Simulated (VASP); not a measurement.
Here is a VASP 6.6.1 calculation.

POSCAR

```
CaB2
1.0
    3.2264302843      0.0000000000      0.0000000000
   -1.6132151421      2.7941705897      0.0000000000
    0.0000000000      0.0000000000      4.0673920000
Ca B
1 2
Direct
    0.0000000000      0.0000000000      0.0000000000
    0.6666666667      0.3333333333      0.5000000000
    0.3333333333      0.6666666667      0.5000000000
```

Contents of INCAR.step1:

```
SYSTEM = CaB2
PREC = Accurate
ENCUT = 520
EDIFF = 1E-5
ISMEAR = -1
SIGMA = 0.05
LREAL = .False.
LASPH = .True.
NELM = 60
ALGO = Normal
ISIF = 2
LWAVE = .True.
NBANDS = 15
GGA = PE
```

File INCAR.step2:

```
SYSTEM = CaB2
PREC = Accurate
ENCUT = 520
EDIFF = 1E-6
ISMEAR = -1
SIGMA = 0.05
LREAL = .False.
LASPH = .True.
NELM = 60
ALGO = Normal
ISIF = 2
LWAVE = .False.
LCHARG = .True.
GGA = PE
LHFCALC = .True.
HFSCREEN = 0.2079
PRECFOCK = Normal
LELF = .True.
LVHAR = .True.
NBANDS = 15
ISTART = 1
```

KPOINTS

```
Automatic mesh
0
Gamma
  5 5 4
  0 0 0
```

Potentials or basis: VASP PAW PBE potentials, release 64 (Ca_sv, B).

Run with:

```console
$ cat potpaw_PBE.64/Ca_sv/POTCAR potpaw_PBE.64/B/POTCAR > POTCAR
$ cp INCAR.step1 INCAR
$ mpirun -np 1 vasp_std > vasp.out
$ cp INCAR.step2 INCAR
$ mpirun -np 1 vasp_std > vasp.out
```

Q: What does it give for the band gap on the k mesh?

A: Zero (bands 8 and 9 overlap by 1.26 eV).

Q: Estimate the pressure.

A: -0.4 GPa.

Stress tensor (GPa, compression positive):
```
-0.36  0.00  0.00
 0.00 -0.36  0.00
 0.00  0.00 -0.56
```

Caveat: the k points lie up to 0.45 Å⁻¹ apart, too coarse for converged energies and pressures of a metal; the PAW data sets were made with another functional, which shifts forces and pressure a little.
